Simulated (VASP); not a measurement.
Crystal: B.

```
B
1.0
     2.46989    0.00000    0.00000
     0.00000    2.87467    0.00000
     0.00000    0.00000    3.29259
B
3
Direct
  0.50000 0.50000 0.22274
  0.50000 0.50000 0.77726
  0.00000 0.00000 0.50000
```

| Property | Result |
| --- | --- |
| Program | VASP 6.6.1 |
| Task | relaxation of cell and atoms |
| Functional | PBE |
| Potentials or basis | VASP PAW PBE potentials, release 64 (B) |
| Cutoff | 600 eV |
| k mesh | 8 × 6 × 6 |
| Occupations | gaussian, width 0.1 eV |
| Spin | no spin polarisation |

At the start: pressure -3.9 GPa; volume 7.79 Å³/atom.

Problem. How do energy, volume and symmetry change on relaxing?

Solution. Over 32 steps the energy falls by 383.6 meV/atom and the volume is 6.70 Å³/atom (-14.1 %); space group Pmmm (No. 47, to 0.05 Å).

The path:
```tsv
step	energy change (eV)	largest force (eV/Å)	pressure (GPa)	volume (Å³)
1	0.0000	7.0358	-3.89	23.38
2	2.6804	18.4023	43.78	22.48
3	-0.7159	2.4457	-13.34	23.14
4	-0.7544	1.6269	-14.30	23.18
5	-0.7638	1.0343	-14.55	23.21
6	-1.0957	0.7478	-4.37	21.16
7	-1.1166	0.7005	-1.11	20.71
8	-1.1184	0.6660	0.41	20.51
9	-1.1341	0.4604	-0.64	20.46
10	-1.1384	0.0956	-0.41	20.48
11	-1.1384	0.1321	-0.44	20.47
12	-1.1404	0.0781	-0.28	20.42
13	-1.1404	0.0469	-0.31	20.43
14	-1.1411	0.0561	-0.23	20.39
15	-1.1436	0.1452	-0.04	20.26
16	-1.1431	0.0511	1.53	20.01
17	-1.1441	0.0834	0.62	20.11
18	-1.1445	0.1097	0.21	20.19
19	-1.1447	0.0840	0.25	20.18
20	-1.1450	0.0331	0.37	20.14
21	-1.1456	0.0502	0.92	20.08
22	-1.1466	0.2238	1.78	19.94
23	-1.1465	0.0926	1.30	20.02
24	-1.1469	0.1408	1.52	19.98
25	-1.1473	0.1638	1.54	19.97
26	-1.1475	0.2124	1.60	19.96
27	-1.1481	0.1851	1.48	19.97
28	-1.1494	0.1039	1.10	20.00
29	-1.1505	0.0560	0.36	20.06
30	-1.1505	0.0614	0.33	20.06
31	-1.1506	0.0431	0.24	20.07
32	-1.1507	0.0040	0.01	20.09
```

Final structure:
```cif
data_structure
_symmetry_space_group_name_H-M 'P 1'
_symmetry_Int_Tables_number 1
_cell_length_a 2.1019
_cell_length_b 2.6915
_cell_length_c 3.5516
_cell_angle_alpha 90.000
_cell_angle_beta 90.000
_cell_angle_gamma 90.000
_cell_volume 20.09
loop_
_atom_site_label
_atom_site_type_symbol
_atom_site_fract_x
_atom_site_fract_y
_atom_site_fract_z
_atom_site_occupancy
B1 B 0.50000 0.50000 0.23891 1
B2 B 0.50000 0.50000 0.76109 1
B3 B 0.00000 0.00000 0.50000 1
```

Caveat: the k points lie up to 0.39 Å⁻¹ apart in the final cell.
